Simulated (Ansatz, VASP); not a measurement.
Two plane-wave programs on KMgF3

Contents of INCAR:

```
SYSTEM = KMgF3
PREC     = Accurate       ! precision mode
ENCUT    = 520            ! plane-wave cutoff, eV
EDIFF    = 1E-6           ! SCF threshold, eV
ISMEAR   = 0              ! smearing method
SIGMA    = 0.01           ! smearing width, eV
LREAL    = .False.        ! projectors in reciprocal space
LASPH    = .True.         ! aspherical terms in the spheres
NELM     = 60             ! most SCF steps
ALGO     = Normal         ! electronic algorithm
ISIF     = 2              ! what is computed and relaxed
LWAVE    = .False.        ! write WAVECAR
LCHARG   = .True.         ! write CHGCAR
GGA      = CA             ! functional
LELF     = .True.         ! ELF
LVHAR    = .True.       
NBANDS   = 24             ! bands
```

KPOINTS

```
Automatic mesh
0
Gamma
  6 6 6
  0 0 0
```

File POSCAR:

```
KMgF3
1.0
    3.9802355636      0.0000000000      0.0000000000
    0.0000000000      3.9802355636      0.0000000000
    0.0000000000      0.0000000000      3.9802355636
K Mg F
1 1 3
Direct
    0.5000000000      0.5000000000      0.5000000000
    0.0000000000      0.0000000000      0.0000000000
    0.5000000000      0.0000000000      0.0000000000
    0.0000000000      0.5000000000      0.0000000000
    0.0000000000      0.0000000000      0.5000000000
```

Input for Ansatz:

```yaml
crystal:
  lattice:
    - [3.9802355636, 0.0, 0.0]
    - [0.0, 3.9802355636, 0.0]
    - [0.0, 0.0, 3.9802355636]
  atoms:
    - { symbol: K, position: [0.5, 0.5, 0.5] }
    - { symbol: Mg, position: [0.0, 0.0, 0.0] }
    - { symbol: F, position: [0.5, 0.0, 0.0] }
    - { symbol: F, position: [0.0, 0.5, 0.0] }
    - { symbol: F, position: [0.0, 0.0, 0.5] }
kpoints:
  mp_grid: { grid: [6, 6, 6] }
  band_path:
    path: [[0.0, 0.0, 0.0], [0.0, 0.5, 0.0], [0.5, 0.5, 0.0], [0.5, 0.5, 0.5]]
    npoints: 1
hamiltonian:
  xc: lda
scf:
  occupations: { method: fixed }
  n_extra_bands: 5
output:
  forces: true
  stress: true
  eigenvalues: true
```

Alike in both runs: task single point; functional LDA; k mesh 6 × 6 × 6; no spin polarisation.

```csv
,VASP,Ansatz
version,VASP 6.6.1,Ansatz 0.2.0
potentials or method,"VASP PAW LDA potentials, release 64 (K_sv, Mg, F)","plane waves, PAW"
plane-wave cutoff (eV),520,420
occupations,"gaussian, width 0.01 eV",fixed
valence electrons in the cell,32,40
```

```tsv
	VASP	Ansatz	Ansatz less VASP
gap on the k mesh at the Fermi level (eV)	6.99	7.02	+0.027
pressure (GPa)	-5.0	-4.2	+0.80
```

LDA's correlation is that of Perdew and Zunger in VASP and of Perdew and Wang (1992) in Ansatz. VASP's potentials hold 32 valence electrons a cell and Ansatz's 40, so a difference there can come from the potentials and not from the codes.
